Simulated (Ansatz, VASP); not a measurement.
# ZrS2: VASP beside Ansatz

```
Zr S
1.0
     3.69100    0.00000    0.00000
    -1.84550    3.19650    0.00000
     0.00000    0.00000    6.09632
Zr S
1 2
Direct
  0.00000 0.00000 0.00000
  0.66667 0.33333 0.76433
  0.33333 0.66667 0.23567
```

Alike in both runs: functional r2SCAN; k mesh 12 × 12 × 6; occupations gaussian, width 0.02 eV; no spin polarisation.

Ansatz relaxed the structure, and its values are those at the end. VASP's run is a single point on that final structure, the one shown.

|  | VASP | Ansatz |
| --- | --- | --- |
| version | VASP 6.6.1 | Ansatz 0.2.0 |
| potentials or method | VASP PAW PBE potentials, release 64 (Zr_sv, S), cutoff 550 eV | scalar-relativistic, plane waves, PAW |
| valence electrons in the cell | 24 | 24 |

```tsv
	VASP	Ansatz	Ansatz less VASP
gap on the k mesh at the Fermi level (eV)	1.38	1.37	-0.003
least direct gap on the mesh (eV)	2.01	2.00	-0.006
pressure (GPa)	0.0	0.0	+0.04
```

VASP's potentials were made for PBE, not for r2SCAN.
